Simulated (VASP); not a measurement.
Here is a VASP 6.6.1 calculation.

Contents of INCAR:

```
PREC = Accurate
ENCUT = 500
EDIFF = 1E-6
ISMEAR = 0
SIGMA = 0.05
LREAL = F
LASPH = T
NELM = 120
ALGO = Normal
ISIF = 2
LWAVE = F
LCHARG = T
LELF = T
LVHAR = T
NBANDS = 20
GGA_COMPAT = F
```

Contents of KPOINTS:

```
Automatic mesh
0
Gamma
  8 8 5
```

The input POSCAR:

```
TaW
1.0
    1.5928984812     -2.2766843954      0.0000000000
    1.5928984812      2.2766843954      0.0000000000
    0.0000000000      0.0000000000      4.4619275975
Ta W
1 1
Direct
    0.0000000000      0.0000000000      0.0000000000
    0.5000000000      0.5000000000      0.5000000000
```

Potentials or basis: VASP PAW LDA potentials, release 64 (Ta_sv_GW, W_sv).

The run is started by

```console
$ cat potpaw_LDA.64/Ta_sv_GW/POTCAR potpaw_LDA.64/W_sv/POTCAR > POTCAR
$ mpirun -np 1 vasp_std > vasp.out
```

Q: Estimate the pressure.

A: 0.5 GPa.

Stress tensor (GPa, compression positive):
```
 0.68  0.00  0.00
 0.00 -1.25  0.00
 0.00  0.00  2.18
```
